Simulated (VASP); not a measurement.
# NaH (Pm-3m) in VASP: notebook

The runs below take NaH through single point, with PBE.

All numbers are computed with VASP 6.6.1; they aren't measurements. Logs are shortened: lines on timing, memory, paths and dates and some standing lists are left out, and cuts for length are marked.

### 1 The cell of the first run

It takes space group Pm-3m (No. 221, cubic). The conventional cell has a = 2.935 Å, b = 2.935 Å, c = 2.935 Å, α = 90.00°, β = 90.00°, γ = 90.00°. Within 3.4 Å of Na (site symmetry m-3m) lie 8 H at 2.54 Å and 6 Na at 2.94 Å. H (site symmetry m-3m) has 8 Na at 2.54 Å and 6 H at 2.94 Å within 3.4 Å.

### 2 Single point, PBE (volume changed by -3%)

The input, INCAR:

```
PREC = Accurate
ENCUT = 520
EDIFF = 1E-6
ISMEAR = 0
SIGMA = 0.01
LREAL = F
LASPH = T
NELM = 60
ALGO = Normal
ISIF = 2
LWAVE = F
LCHARG = F
GGA = PE
NBANDS = 11
```

The input, KPOINTS:

```
Automatic mesh
0
Gamma
  8 8 8
```

The input, POSCAR:

```
NaH
1.0
    2.9350281598      0.0000000000      0.0000000000
    0.0000000000      2.9350281598      0.0000000000
    0.0000000000      0.0000000000      2.9350281598
Na H
1 1
Direct
    0.0000000000      0.0000000000      0.0000000000
    0.5000000000      0.5000000000      0.5000000000
```

Potentials or basis: VASP PAW PBE potentials, release 64 (Na_pv, H).

Launch:

```sh
> cat potpaw_PBE.64/Na_pv/POTCAR potpaw_PBE.64/H/POTCAR > POTCAR
> mpirun -np 1 vasp_std > vasp.out
```

OUTCAR:

```text
PREC = Accurate
   ENCUT = 520
   EDIFF = 1E-6
   ISMEAR = 0
   LREAL = F
   LASPH = T
   NELM = 60
   ISIF = 2
   GGA = PE

 ion  position               nearest neighbor table
   1  0.000  0.000  0.000-
   2  0.500  0.500  0.500-

  LATTYP: Found a simple cubic cell.
 ALAT       =     2.9350281598

  Lattice vectors:

 A1 = (   2.9350281598,   0.0000000000,   0.0000000000)
 A2 = (   0.0000000000,   2.9350281598,   0.0000000000)
 A3 = (   0.0000000000,   0.0000000000,   2.9350281598)

Analysis of symmetry for initial positions (statically):
=====================================================================
 Subroutine PRICEL returns:
 Original cell was already a primitive cell.

 Routine SETGRP: Setting up the symmetry group for a
 simple cubic supercell.

 Subroutine GETGRP returns: Found 48 space group operations
 (whereof 48 operations were pure point group operations)
 out of a pool of 48 trial point group operations.

The static configuration has the point symmetry O_h .

Analysis of symmetry for dynamics (positions and initial velocities):
=====================================================================
 Subroutine PRICEL returns:
 Original cell was already a primitive cell.

 Routine SETGRP: Setting up the symmetry group for a
 simple cubic supercell.

 Subroutine GETGRP returns: Found 48 space group operations
 (whereof 48 operations were pure point group operations)
 out of a pool of 48 trial point group operations.

The dynamic configuration has the point symmetry O_h .

 Subroutine INISYM returns: Found 48 space group operations
 (whereof 48 operations are pure point group operations),
 and found     1 'primitive' translations

----------------------------------------------------------------------------------------

                                     Primitive cell

  volume of cell :      25.2835

  direct lattice vectors                    reciprocal lattice vectors
     2.935028160  0.000000000  0.000000000     0.340712234  0.000000000  0.000000000
     0.000000000  2.935028160  0.000000000     0.000000000  0.340712234  0.000000000
     0.000000000  0.000000000  2.935028160     0.000000000  0.000000000  0.340712234

  length of vectors
     2.935028160  2.935028160  2.935028160     0.340712234  0.340712234  0.340712234

  position of ions in fractional coordinates (direct lattice)
     0.000000000  0.000000000  0.000000000
     0.500000000  0.500000000  0.500000000

  ion indices of the primitive-cell ions
   primitive index   ion index
                 1           1
                 2           2

----------------------------------------------------------------------------------------

 KPOINTS: Automatic mesh

Automatic generation of k-mesh.
 Grid dimensions read from file:
 generate k-points for:    8    8    8

 Generating k-lattice:

  Cartesian coordinates                     Fractional coordinates (reciprocal lattice)
     0.042589029  0.000000000  0.000000000     0.125000000  0.000000000  0.000000000
     0.000000000  0.042589029  0.000000000     0.000000000  0.125000000  0.000000000
     0.000000000  0.000000000  0.042589029     0.000000000  0.000000000  0.125000000

  Length of vectors
     0.042589029  0.042589029  0.042589029

  Shift w.r.t. Gamma in fractional coordinates (k-lattice)
     0.000000000  0.000000000  0.000000000

 Subroutine IBZKPT returns following result:
 ===========================================

 Found     35 irreducible k-points:

 Following reciprocal coordinates:
            Coordinates               Weight
  0.000000  0.000000  0.000000      1.000000
  0.125000  0.000000  0.000000      6.000000
  0.250000  0.000000  0.000000      6.000000
  0.375000  0.000000  0.000000      6.000000
  0.500000  0.000000  0.000000      3.000000
  0.125000  0.125000  0.000000     12.000000
[... 16 lines left out ...]
  0.375000  0.375000  0.125000     24.000000
  0.500000  0.375000  0.125000     24.000000
 [... further k-points ...]
   k-points           NKPTS =     35   k-points in BZ     NKDIM =     35   number of bands    NBANDS=     11
   number of dos      NEDOS =    301   number of ions     NIONS =      2
   total plane-waves  NPLWV =  13824
   dimension x,y,z NGX =    24 NGY =   24 NGZ =   24
   dimension x,y,z NGXF=    48 NGYF=   48 NGZF=   48
   ions per type =               1   1
   NGX,Y,Z   is equivalent  to a cutoff of  13.59, 13.59, 13.59 a.u.
   NGXF,Y,Z  is equivalent  to a cutoff of  27.19, 27.19, 27.19 a.u.
 SYSTEM =  unknown system
   PREC   = accura    normal or accurate (medium, high low for compatibility)
   ISTART =      0    job   : 0-new  1-cont  2-samecut
   ICHARG =      2    charge: 1-file 2-atom 10-const
   ISPIN  =      1    spin polarized calculation?
   LNONCOLLINEAR =      F non collinear calculations
   LSORBIT =      F    spin-orbit coupling
   LASPH  =      T    aspherical Exc in radial PAW
   ENCUT  =  520.0 eV  38.22 Ry    6.18 a.u.   5.46  5.46  5.46*2*pi/ulx,y,z
   NELM   =     60;   NELMIN=  2; NELMDL= -5     # of ELM steps
   EDIFF  = 0.1E-05   stopping-criterion for ELM
   LREAL  =      F    real-space projection
   EDIFFG = 0.1E-04   stopping-criterion for IOM
   NSW    =      0    number of steps for IOM
   IBRION =     -1    ionic relax: 0-MD 1-quasi-New 2-CG
   NFREE  =      0    steps in history (QN), initial steepest desc. (CG)
   ISIF   =      2    stress and relaxation
   ISYM   =      2    0-nonsym 1-usesym 2-fastsym
   POTIM  = 0.5000    time-step for ionic-motion
   TEBEG  =    0.0;   TEEND  =   0.0 temperature during run
   PSTRESS=    0.0 pullay stress
   NELECT =       8.0000    total number of electrons
   NUPDOWN=      -1.0000    fix difference up-down
   EMIN   =  10.00;   EMAX   =-10.00  energy-range for DOS
   EFERMI =   0.00;   METHOD = LEGACY
   ISMEAR =     0;   SIGMA  =   0.01  broadening in eV -4-tet -1-fermi 0-gaus
   EFERMI_NEDOS =   21; number of points for ismear=-14 and -15
   IALGO  =     38    algorithm
   IMIX   =      4    mixing-type and parameters
     AMIX     =   0.40;   BMIX     =  1.00
     AMIX_MAG =   1.60;   BMIX_MAG =  1.00
  volume/ion in A,a.u.               =      12.64        85.31
  Fermi-wavevector in a.u.,A,eV,Ry     =   1.115559  2.108101 16.932069  1.244472
  Thomas-Fermi vector in A             =   2.252165
   LORBIT       =      0    0 simple, 1 ext, 2 COOP (PROOUT), +10 PAW based schemes
   GGA     = PE    functional components
   LHFCALC =     F    Hartree Fock is set to
   AEXX    =    0.0000 exact exchange contribution
   IVDW    =     0    specifies the selected vdW correction
   LEPSILON=     F    determine dielectric tensor
   LRPA    =     F    only Hartree local field effects (RPA)
 non-spin polarized calculation
 Gauss-broadening in eV      SIGMA  =   0.01
  energy-cutoff  :      520.00
  volume of cell :       25.28
 maximum number of plane-waves:       703
 NGX is ok and might be reduce to    24
   NGX = 11   NGY = 11   NGZ = 11

 number of electron       8.0000014 magnetization

 Free energy of the ion-electron system (eV)
  ---------------------------------------------------
  ext. energy  EPLUGINS =         0.00000000
  ---------------------------------------------------
  free energy    TOTEN  =        -4.77061230 eV

  energy without entropy =       -4.77061230  energy(sigma->0) =       -4.77061230

 E-fermi :   1.4658     XC(G=0):  -8.2312

 val. band max:        1.4083400617   @ k =   0.5000   0.5000   0.5000
 cond. band min:       2.4407334990   @ k =   0.5000   0.0000   0.0000
 fundamental gap:      1.0323934373
 Fermi energy:         1.4657947786

 k-point     1 :       0.0000    0.0000    0.0000
  band No.  band energies     occupation
      1     -23.1526      2.00000
      2     -23.1526      2.00000
      3     -23.1526      2.00000
      4      -4.6076      2.00000
      5      10.2309      0.00000
      6      12.4545      0.00000
      7      12.4545      0.00000
      8      14.0503      0.00000
      9      14.0503      0.00000
     10      14.0503      0.00000
     11      27.3647      0.00000

 k-point     2 :       0.1250    0.0000    0.0000
  band No.  band energies     occupation
      1     -23.1806      2.00000
      2     -23.1502      2.00000
      3     -23.1502      2.00000
      4      -4.3597      2.00000
      5       8.7557      0.00000
      6      11.4123      0.00000
      7      12.7161      0.00000
      8      14.2360      0.00000
      9      14.2360      0.00000
     10      17.1608      0.00000
     11      25.2892      0.00000

 k-point     3 :       0.2500    0.0000    0.0000
  band No.  band energies     occupation
      1     -23.2475      2.00000
      2     -23.1443      2.00000
      3     -23.1443      2.00000
      4      -3.6540      2.00000
      5       5.8992      0.00000
      6      11.7175      0.00000
      7      13.4911      0.00000
      8      14.7751      0.00000
      9      14.7751      0.00000
     10      21.3701      0.00000
     11      22.5368      0.00000

 k-point     4 :       0.3750    0.0000    0.0000
  band No.  band energies     occupation
      1     -23.3137      2.00000
      2     -23.1384      2.00000
      3     -23.1384      2.00000
      4      -2.6642      2.00000
      5       3.5212      0.00000
      6      12.2285      0.00000
      7      14.7148      0.00000
      8      15.5607      0.00000
      9      15.5607      0.00000
     10      19.6861      0.00000
     11      20.4758      0.00000
[... 239 lines left out ...]
 k-point    22 :       0.5000    0.2500    0.1250
  band No.  band energies     occupation
      1     -23.3204      2.00000
      2     -23.2198      2.00000
      3     -23.1530      2.00000
      4      -1.1841      2.00000
      5       3.8021      0.00000
      6       8.7444      0.00000
      7      12.1960      0.00000
      8      12.8608      0.00000
      9      16.7354      0.00000
     10      19.2412      0.00000
     11      22.8725      0.00000

 k-point    23 :       0.3750    0.3750    0.1250
  band No.  band energies     occupation
      1     -23.2864      2.00000
      2     -23.2819      2.00000
      3     -23.1496      2.00000
      4      -0.9419      2.00000
      5       5.5215      0.00000
      6       6.3842      0.00000
      7      10.9352      0.00000
      8      13.1996      0.00000
      9      17.9555      0.00000
     10      18.1134      0.00000
     11      21.8348      0.00000

 k-point    24 :       0.5000    0.3750    0.1250
  band No.  band energies     occupation
      1     -23.3092      2.00000
      2     -23.2799      2.00000
      3     -23.1471      2.00000
      4      -0.5237      2.00000
      5       5.0111      0.00000
      6       6.7549      0.00000
      7       9.9019      0.00000
      8      13.6142      0.00000
      9      17.1849      0.00000
     10      18.3267      0.00000
     11      22.6344      0.00000

 [... further k-points ...]

------------------------ aborting loop because EDIFF is reached ----------------------------------------

  FORCE on cell =-STRESS in cart. coord.  units (eV):
  Direction    XX          YY          ZZ          XY          YZ          ZX
  --------------------------------------------------------------------------------------
  -------------------------------------------------------------------------------------
  Total        0.1076733      0.1076733      0.1076733      0.0000000     -0.0000000      0.0000000
  in kB        6.8231024      6.8231024      6.8231024      0.0000000     -0.0000000      0.0000000
  external PRESSURE =       6.8231024 kB  Pullay stress =       0.0000000 kB

 VOLUME and BASIS-vectors are now :
 -----------------------------------------------------------------------------
  energy-cutoff  :      520.00
  volume of cell :       25.28
      direct lattice vectors                 reciprocal lattice vectors
     2.935028160  0.000000000  0.000000000     0.340712234  0.000000000  0.000000000
     0.000000000  2.935028160  0.000000000     0.000000000  0.340712234  0.000000000
     0.000000000  0.000000000  2.935028160     0.000000000  0.000000000  0.340712234

 POSITION                                       TOTAL-FORCE (eV/Angst)
 -----------------------------------------------------------------------------------
      0.00000      0.00000      0.00000         0.000000      0.000000      0.000000
      1.46751      1.46751      1.46751         0.000000      0.000000      0.000000
 -----------------------------------------------------------------------------------
    total drift:                                0.000000      0.000000      0.000000

  FREE ENERGIE OF THE ION-ELECTRON SYSTEM (eV)
  ---------------------------------------------------
  free  energy   TOTEN  =        -4.7706123023 eV

  energy  without entropy=       -4.7706123023  energy(sigma->0) =       -4.77061230
```

Wall time 2.7 s (1 thread of Intel Xeon 6975P-C (Granite Rapids), shared host); peak memory 0.13 GiB.

What came out:

```yaml
Free_energy: -4.7706 eV
Pressure: 0.7 GPa
Band_gap_on_the_k_mesh: 1.03 eV, indirect (least direct gap 4.49 eV)
```

 A k mesh can miss the band edges.

(Continued in part 2 of 3.)
